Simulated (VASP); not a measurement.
**PbO: single point with PBE**

PbO:

```
Pb O
1.0
     4.19686    0.00000    0.00000
    -2.09843    3.63459    0.00000
     0.00000    0.00000    5.62229
Pb O
2 2
Direct
  0.33333 0.66667 0.98047
  0.66667 0.33333 0.48047
  0.33333 0.66667 0.39453
  0.66667 0.33333 0.89453
```

```yaml
Program: VASP 6.6.1
Task: single point
Functional: PBE
Potentials_or_basis: VASP PAW PBE potentials, release 64 (Pb_d, O)
Cutoff: 520 eV
k_mesh: 12 × 12 × 4
Occupations: gaussian, width 0.01 eV
Spin: non-collinear spin, zero start, spin-orbit coupling
Starting_moments: "[[0.0, 0.0, 0.0], [0.0, 0.0, 0.0], [0.0, 0.0, 0.0], [0.0, 0.0, 0.0]] μB"
Dipole_correction: no
Further_INCAR_settings: ALGO = Normal; EDIFF = 1e-06; NBANDS = 54
```

- Pressure: 2.3 GPa
- Largest force: 0.075 eV/Å
- Net moment: 0.00 μB per cell
- Valence electrons inside the program's atomic spheres: Pb 11.86; O 4.90

Forces on the atoms (eV/Å):
```
Pb   0.000  0.000 -0.075
Pb   0.000  0.000 -0.075
O    0.000  0.000  0.075
O    0.000  0.000  0.075
```

Stress tensor (GPa, compression positive):
```
2.01 0.00 0.00
0.00 2.01 0.00
0.00 0.00 2.74
```

Moments on the atoms (μB; x, y, z):
```
Pb  0.00 0.00 0.00
Pb  0.00 0.00 0.00
O   0.00 0.00 0.00
O   0.00 0.00 0.00
```

Wall time 8.9 min on 1 thread of Oxide Virtual Turin-like Processor (shared host), peak memory 0.65 GiB.

Caveat: the structure was generated, so it needn't be the stable form of PbO.
